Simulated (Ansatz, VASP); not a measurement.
## ZnSbO2: VASP beside Ansatz

The input INCAR:

```
PREC     = Accurate       # precision mode
ENCUT    = 600            # plane-wave cutoff, eV
EDIFF    = 1E-7           # SCF threshold, eV
ISMEAR   = 0              # smearing method
SIGMA    = 0.1            # smearing width, eV
LREAL    = False          # projectors in reciprocal space
LASPH    = True           # aspherical terms in the spheres
NELM     = 60             # most SCF steps
ALGO     = Normal         # electronic algorithm
ISIF     = 3              # what is computed and relaxed
LWAVE    = False          # write WAVECAR
LCHARG   = False          # write CHGCAR
GGA      = PE             # functional
IBRION   = 2              # ionic algorithm
NSW      = 90             # ionic steps
EDIFFG   = -0.04          # ionic threshold
```

Contents of KPOINTS:

```
regular mesh
0
Gamma
  6 6 2
```

The input POSCAR:

```
ZnSbO2
1.0
    3.5713411500      0.0000000000      0.0000000000
   -1.7856705800      3.0928721600      0.0000000000
    0.0000000000      0.0000000000     12.3466391400
Zn Sb O
2 2 4
Direct
    0.0000000000      0.0000000000      0.0000000000
    0.0000000000      0.0000000000      0.5000000000
    0.3333333300      0.6666666700      0.2500000000
    0.6666666700      0.3333333300      0.7500000000
    0.3333333300      0.6666666700      0.0816000000
    0.6666666700      0.3333333300      0.5816000000
    0.3333333300      0.6666666700      0.4184000000
    0.6666666700      0.3333333300      0.9184000000
```

Input for Ansatz:

```yaml
crystal:
  lattice:
    - [3.57134115, 0.0, 0.0]
    - [-1.78567058, 3.09287216, 0.0]
    - [0.0, 0.0, 12.34663914]
  atoms:
    - { symbol: Zn, position: [0.0, 0.0, 0.0] }
    - { symbol: Zn, position: [0.0, 0.0, 0.5] }
    - { symbol: Sb, position: [0.33333333, 0.66666667, 0.25] }
    - { symbol: Sb, position: [0.66666667, 0.33333333, 0.75] }
    - { symbol: O, position: [0.33333333, 0.66666667, 0.0816] }
    - { symbol: O, position: [0.66666667, 0.33333333, 0.5816] }
    - { symbol: O, position: [0.33333333, 0.66666667, 0.4184] }
    - { symbol: O, position: [0.66666667, 0.33333333, 0.9184] }
basis:
  ecutwfc: 420
kpoints:
  mp_grid: { grid: [6, 6, 2] }
hamiltonian:
  xc: pbe
scf:
  occupations: { method: gaussian, width: 0.1 }
  lower_state_search: "off"
output:
  forces: true
  stress: true
  eigenvalues: true
relax:
  adjacent_minimum: "off"
  f_tol: 0.04
  max_steps: 70
  cell: { stress_tol: 0.4 }
```

Change from the starting cell: species swapped into the YAuO2 type (P6_3/mmc, No. 194).

Alike in both runs: task relaxation of cell and atoms; functional PBE; k mesh 6 × 6 × 2; occupations gaussian, width 0.1 eV; no spin polarisation.

|  | VASP | Ansatz |
| --- | --- | --- |
| version | VASP 6.6.1 | Ansatz 0.2.0 |
| potentials or method | VASP PAW PBE potentials, release 64 (Zn, Sb, O), cutoff 600 eV | scalar-relativistic, plane waves, PAW |
| valence electrons in the cell | 58 | 78 |

|  | VASP | Ansatz | Ansatz less VASP |
| --- | --- | --- | --- |
| gap on the k mesh at the Fermi level, each at its own relaxed structure (eV) | none | none | - |
| relaxed volume (Å³/atom) | 14.00 | 14.04 | +0.036 |
| relaxed cell length with the largest relative difference (Å) | 3.205 | 3.210 | +0.0049 |

A gap of «none» marks a metal or a gap that the smearing closes. VASP's potentials hold 58 valence electrons a cell and Ansatz's 78, so a difference there can come from the potentials and not from the codes.

Spin-orbit coupling is off throughout. Noted on VASP's run: the volume moved by over 15 % at a fixed basis, so the end points are rough.
